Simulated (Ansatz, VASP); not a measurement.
SnSe: VASP beside Ansatz

File INCAR:

```
SYSTEM = SnSe
  PREC = Accurate
  ENCUT = 520
  EDIFF = 1E-6
  ISMEAR = -1
  SIGMA = 0.02
  LREAL = .False.
  LASPH = .True.
  NELM = 60
  ALGO = Normal
  ISIF = 2
  LWAVE = .False.
  LCHARG = .False.
  NBANDS = 17
```

The input KPOINTS:

```
regular mesh
0
Gamma
  9 9 9
  0 0 0
```

The input POSCAR:

```
SnSe
1.0
    0.0000000000      3.0299343558      3.0299343558
    3.0299343558      0.0000000000      3.0299343558
    3.0299343558      3.0299343558      0.0000000000
Sn Se
1 1
Direct
    0.0000000000      0.0000000000      0.0000000000
    0.5000000000      0.5000000000      0.5000000000
```

Input for Ansatz:

```yaml
crystal:
  lattice:
    - [0.0, 3.0299343558, 3.0299343558]
    - [3.0299343558, 0.0, 3.0299343558]
    - [3.0299343558, 3.0299343558, 0.0]
  atoms:
    - { symbol: Sn, position: [0.0, 0.0, 0.0] }
    - { symbol: Se, position: [0.5, 0.5, 0.5] }
kpoints:
  mp_grid: { grid: [9, 9, 9] }
  band_path:
    path:
      - [0.0, 0.0, 0.0]
      - [0.5, 0.0, 0.5]
      - [0.625, 0.25, 0.625]
      - [0.375, 0.375, 0.75]
      - [0.0, 0.0, 0.0]
      - [0.5, 0.5, 0.5]
      - [0.5, 0.25, 0.75]
      - [0.5, 0.0, 0.5]
    npoints: 5
scf:
  occupations: { method: fermi_dirac, width: 0.02 }
hamiltonian:
  xc: lda
  pseudopotentials: { kind: all_electron, lapw: { basis_error: 0.00025 } }
output:
  forces: true
  stress: true
  eigenvalues: true
```

Change from the starting cell: volume scaled by 1.02.

Alike in both runs: task single point; functional LDA; k mesh 9 × 9 × 9; occupations fermi-dirac, width 0.02 eV; no spin polarisation.

|  | VASP | Ansatz |
| --- | --- | --- |
| version | VASP 6.6.1 | Ansatz 0.2.0 |
| potentials or method | VASP PAW LDA potentials, release 64 (Sn_d, Se), cutoff 520 eV | all-electron LAPW, scalar-relativistic |

Ansatz gave:

```
pressure (GPa) : -4.1
```

Problem. Estimate VASP's values.

Solution. Pressure (GPa): -4.0.

LDA's correlation is that of Perdew and Zunger in VASP and of Perdew and Wang (1992) in Ansatz. Ansatz ran all-electron here, and VASP with PAW potentials.
